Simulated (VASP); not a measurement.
# GeH10C16 in VASP: single point with LDA

Aim: the single point of GeH10C16 with LDA.

Everything below comes from runs of VASP 6.6.1. Logs are shortened: lines on timing, memory, paths and dates and some standing lists are left out, and cuts for length are marked.

## Step 1: The cell of the first run

The cell holds a slab with vacuum, 27 atoms: a = 5.049 Å, b = 5.049 Å, c = 15.776 Å, α = 90.00°, β = 90.00°, γ = 60.00°.

## Step 2: Single point, LDA

INCAR

```
ALGO = Normal
EDIFF = 1E-6
ENCUT = 520
ISIF = 2
ISMEAR = -1
LASPH = True
LCHARG = False
LREAL = Auto
LWAVE = False
NBANDS = 63
NELM = 80
PREC = Accurate
SIGMA = 0.05
```

KPOINTS

```
k-points
0
Gamma
  2 2 1
```

POSCAR

```
GeH10C16
1.0
    5.0487420000      0.0000000000      0.0000000000
    2.5243710000      4.3723390000      0.0000000000
    0.0000000000      0.0000000000     15.7764260000
H C Ge
10 16 1
Direct
    0.1666667000      0.1666667000      0.0633857000
    0.6666667000      0.1666667000      0.0633857000
    0.1666667000      0.6666667000      0.0633857000
    0.6666667000      0.6666667000      0.0633857000
    0.0011502169      0.4997541644      0.3630145953
    0.4994155911      0.4997879701      0.3630065507
   -0.1698646829     -0.1556366450      0.4592000329
    0.4991888451      0.0007858431      0.3630095584
   -0.1593364608      0.3270621398      0.4590951460
    0.3235090085     -0.1658766873      0.4599930942
    0.1666667000      0.1666667000      0.1331100000
    0.6666667000      0.1666667000      0.1331100000
    0.1666667000      0.6666667000      0.1331100000
    0.6666667000      0.6666667000      0.1331100000
   -0.1666667000      0.3333333000      0.1657717000
    0.3333333000      0.3333333000      0.1657717000
   -0.1666667000      0.8333333000      0.1657717000
    0.3333333000      0.8333333000      0.1657717000
   -0.1665689017      0.3332469873      0.2631021039
    0.3333637563      0.3333363881      0.2623522050
   -0.1666227350      0.8334790509      0.2631268140
    0.3331918589      0.8333970942      0.2630955819
    0.0000603368      0.0000553489      0.2951295764
    0.4997261616      0.0003108759      0.2925720821
    0.0003611448      0.4999332354      0.2925714380
    0.4998740201      0.4998635049      0.2925695681
   -0.0010317394      0.0011150232      0.4226793723
```

Potentials or basis: VASP PAW LDA potentials, release 64 (H, C, Ge_d).

On the command line:

```sh
$ cat potpaw_LDA.64/H/POTCAR potpaw_LDA.64/C/POTCAR potpaw_LDA.64/Ge_d/POTCAR > POTCAR
$ mpirun -np 1 vasp_std > vasp.out
```

OUTCAR:

```text
EDIFF = 1E-6
   ENCUT = 520
   ISIF = 2
   ISMEAR = -1
   LASPH = True
   LREAL = Auto
   NELM = 80
   PREC = Accurate

 ion  position               nearest neighbor table
   1  0.167  0.167  0.063-  11 1.10
   2  0.667  0.167  0.063-  12 1.10
   3  0.167  0.667  0.063-  13 1.10
   4  0.667  0.667  0.063-  14 1.10
   5  0.001  0.500  0.363-  25 1.11
   6  0.499  0.500  0.363-  26 1.11
   7  0.830  0.844  0.459-  27 1.54
   8  0.499  0.001  0.363-  24 1.11
   9  0.841  0.327  0.459-  27 1.54
  10  0.324  0.834  0.460-  27 1.54
  11  0.167  0.167  0.133-   1 1.10  16 1.55  15 1.55  18 1.55
  12  0.667  0.167  0.133-   2 1.10  15 1.55  16 1.55  17 1.55
  13  0.167  0.667  0.133-   3 1.10  18 1.55  17 1.55  16 1.55
  14  0.667  0.667  0.133-   4 1.10  17 1.55  18 1.55  15 1.55
  15  0.833  0.333  0.166-  19 1.54  12 1.55  11 1.55  14 1.55
  16  0.333  0.333  0.166-  20 1.52  11 1.55  12 1.55  13 1.55
[... 9 lines left out ...]
  26  0.500  0.500  0.293-   6 1.11  22 1.53  19 1.53  20 1.53
  27  0.999  0.001  0.423-   7 1.54  10 1.54   9 1.54  23 2.01

  LATTYP: Found a hexagonal cell.
 ALAT       =     5.0487421480
 C/A-ratio  =     3.1248230822

  Lattice vectors:

 A1 = (  -2.5243710000,  -4.3723390000,   0.0000000000)
 A2 = (   5.0487420000,   0.0000000000,   0.0000000000)
 A3 = (   0.0000000000,   0.0000000000,  15.7764260000)

Analysis of symmetry for initial positions (statically):
=====================================================================
 Subroutine PRICEL returns:
 Original cell was already a primitive cell.

 Routine SETGRP: Setting up the symmetry group for a
 hexagonal supercell.

 Subroutine GETGRP returns: Found  1 space group operations
 (whereof  1 operations were pure point group operations)
 out of a pool of 24 trial point group operations.

The static configuration has the point symmetry C_1 .

Analysis of symmetry for dynamics (positions and initial velocities):
=====================================================================
 Subroutine PRICEL returns:
 Original cell was already a primitive cell.

 Routine SETGRP: Setting up the symmetry group for a
 hexagonal supercell.

 Subroutine GETGRP returns: Found  1 space group operations
 (whereof  1 operations were pure point group operations)
 out of a pool of 24 trial point group operations.

[... 130 lines left out ...]
   LREAL  =      T    real-space projection
   EDIFFG = 0.1E-04   stopping-criterion for IOM
   NSW    =      0    number of steps for IOM
   IBRION =     -1    ionic relax: 0-MD 1-quasi-New 2-CG
   NFREE  =      0    steps in history (QN), initial steepest desc. (CG)
   ISIF   =      2    stress and relaxation
   ISYM   =      2    0-nonsym 1-usesym 2-fastsym
   POTIM  = 0.5000    time-step for ionic-motion
   TEBEG  =    0.0;   TEEND  =   0.0 temperature during run
   PSTRESS=    0.0 pullay stress
   NELECT =      88.0000    total number of electrons
   NUPDOWN=      -1.0000    fix difference up-down
   EMIN   =  10.00;   EMAX   =-10.00  energy-range for DOS
   EFERMI =   0.00;   METHOD = LEGACY
   ISMEAR =    -1;   SIGMA  =   0.05  broadening in eV -4-tet -1-fermi 0-gaus
   EFERMI_NEDOS =   21; number of points for ismear=-14 and -15
   IALGO  =     38    algorithm
   IMIX   =      4    mixing-type and parameters
     AMIX     =   0.40;   BMIX     =  1.00
     AMIX_MAG =   1.60;   BMIX_MAG =  1.00
  volume/ion in A,a.u.               =      12.90        87.04
  Fermi-wavevector in a.u.,A,eV,Ry     =   1.034984  1.955837 14.574464  1.071193
  Thomas-Fermi vector in A             =   2.169306
   LORBIT       =      0    0 simple, 1 ext, 2 COOP (PROOUT), +10 PAW based schemes
   GGA     = CA    functional components
   LHFCALC =     F    Hartree Fock is set to
   AEXX    =    0.0000 exact exchange contribution
   IVDW    =     0    specifies the selected vdW correction
   LEPSILON=     F    determine dielectric tensor
   LRPA    =     F    only Hartree local field effects (RPA)
 non-spin polarized calculation
  energy-cutoff  :      520.00
  volume of cell :      348.26
 maximum number of plane-waves:      9407
 NGX is ok and might be reduce to    40
   NGX = 19   NGY = 19   NGZ = 59

 number of electron      88.0000006 magnetization

 Free energy of the ion-electron system (eV)
  ---------------------------------------------------
  ext. energy  EPLUGINS =         0.00000000
  ---------------------------------------------------
  free energy    TOTEN  =      -201.71374178 eV

  energy without entropy =     -201.71374178  energy(sigma->0) =     -201.71374178

 E-fermi :   1.2497     XC(G=0):  -6.2080

 val. band max:       -0.0098484202   @ k =   0.0000   0.0000   0.0000
 cond. band min:       2.9999229371   @ k =   0.0000   0.0000   0.0000
 fundamental gap:      3.0097713573
 Fermi energy:         1.2497341267

 k-point     1 :       0.0000    0.0000    0.0000
  band No.  band energies     occupation
      1     -24.0512      2.00000
      2     -24.0510      2.00000
      3     -24.0080      2.00000
      4     -23.9680      2.00000
      5     -23.9677      2.00000
      6     -19.6830      2.00000
[... 225 lines left out ...]
     55       7.1473      0.00000
     56       7.1791      0.00000
 [bands above 56 left out]

------------------------ aborting loop because EDIFF is reached ----------------------------------------

  FORCE on cell =-STRESS in cart. coord.  units (eV):
  Direction    XX          YY          ZZ          XY          YZ          ZX
  --------------------------------------------------------------------------------------
  -------------------------------------------------------------------------------------
  Total       -5.2194247     -5.2268398     -0.6772755     -0.0011687     -0.0647413      0.0070559
  in kB      -24.0119589    -24.0460720     -3.1158055     -0.0053765     -0.2978422      0.0324607
  external PRESSURE =     -17.0579455 kB  Pullay stress =       0.0000000 kB

 VOLUME and BASIS-vectors are now :
 -----------------------------------------------------------------------------
  energy-cutoff  :      520.00
  volume of cell :      348.26
      direct lattice vectors                 reciprocal lattice vectors
     5.048742000  0.000000000  0.000000000     0.198069143 -0.114355268  0.000000000
     2.524371000  4.372339000  0.000000000     0.000000000  0.228710537  0.000000000
     0.000000000  0.000000000 15.776426000     0.000000000  0.000000000  0.063385712

 POSITION                                       TOTAL-FORCE (eV/Angst)
 -----------------------------------------------------------------------------------
      1.26219      0.72872      1.00000         0.000559      0.000298     -0.334770
      3.78656      0.72872      1.00000        -0.000041      0.000733     -0.334974
      2.52437      2.91489      1.00000        -0.000433     -0.000498     -0.334857
      5.04874      2.91489      1.00000         0.000046      0.000345     -0.324496
      1.26737      2.18509      5.72707        -0.002882     -0.001154      0.059649
      3.78307      2.18524      5.72695        -0.000716     -0.003064      0.062726
[... 19 lines left out ...]
      3.78558      2.18557      4.61570         0.012155      0.004120     -0.009930
      5.04635      0.00488      6.66837         0.005372      0.001669      0.024714
 -----------------------------------------------------------------------------------
    total drift:                                0.000946     -0.001829     -0.069827

  FREE ENERGIE OF THE ION-ELECTRON SYSTEM (eV)
  ---------------------------------------------------
  free  energy   TOTEN  =      -201.7137417801 eV

  energy  without entropy=     -201.7137417801  energy(sigma->0) =     -201.71374178
```

Run time: 5.1 min. Hardware: 1 thread of AMD EPYC 7R43 (Zen 3), shared host; peak memory 0.33 GiB.

Results:

- Free energy: -201.7137 eV
- Largest force: 1.703 eV/Å
- Band gap on the k mesh: 3.01 eV, direct

Forces in eV/Å, atoms in the order of the input:
```
H    0.001  0.000 -0.335
H    0.000  0.001 -0.335
H    0.000  0.000 -0.335
H    0.000  0.000 -0.324
H   -0.003 -0.001  0.060
H   -0.001 -0.003  0.063
H   -0.016 -0.021  0.016
H    0.001  0.004  0.061
H   -0.004  0.013  0.010
H    0.022 -0.012  0.001
C   -0.003 -0.002  1.549
C    0.003 -0.002  1.549
C    0.000  0.004  1.549
C    0.000  0.000  1.703
C    0.003 -0.181 -1.272
C    0.002  0.000 -1.474
C    0.160  0.097 -1.267
C   -0.162  0.092 -1.275
C    0.002 -0.010  0.017
C   -0.003  0.003  0.019
C    0.007  0.001  0.002
C   -0.012  0.008  0.010
C   -0.011  0.005  0.010
C    0.008 -0.013 -0.008
C   -0.011  0.012 -0.007
C    0.012  0.004 -0.010
Ge   0.005  0.002  0.025
```

Caveat: the k points lie up to 0.72 Å⁻¹ apart.
